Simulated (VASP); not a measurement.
A run of VASP 6.6.1 is set up as follows.

The input POSCAR:

```
Ga
1.0
   -1.6771778249      1.6771778249      1.6771778249
    1.6771778249     -1.6771778249      1.6771778249
    1.6771778249      1.6771778249     -1.6771778249
Ga
1
Direct
    0.0000000000      0.0000000000      0.0000000000
```

File INCAR.step1:

```
  PREC = Accurate
  ENCUT = 520
  ISMEAR = 0
  SIGMA = 0.05
  LREAL = F
  LASPH = T
  NELM = 60
  NBANDS = 12
  GGA = PE
  ALGO = Normal
  EDIFF = 1E-4
  LWAVE = T
  LCHARG = F
```

The input INCAR.step2:

```
  PREC = Accurate
  ENCUT = 520
  EDIFF = 1E-6
  ISMEAR = 0
  SIGMA = 0.05
  LREAL = F
  LASPH = T
  NELM = 60
  ALGO = Normal
  ISIF = 2
  LWAVE = F
  LCHARG = T
  METAGGA = R2SCAN
  LMIXTAU = T
  LELF = T
  LVHAR = T
  NBANDS = 12
  ISTART = 1
```

File KPOINTS:

```
Automatic mesh
0
Gamma
  18 18 18
```

Potentials or basis: VASP PAW PBE potentials, release 64 (Ga_d).

The run is started by

```console
$ cat potpaw_PBE.64/Ga_d/POTCAR > POTCAR
$ cp INCAR.step1 INCAR
$ mpirun -np 1 vasp_std > vasp.out
$ cp INCAR.step2 INCAR
$ mpirun -np 1 vasp_std > vasp.out
```

**Question.** Predict the pressure.

**Answer.** -2.1 GPa.

Caveat: the PAW data sets were made with another functional, which shifts forces and pressure a little.
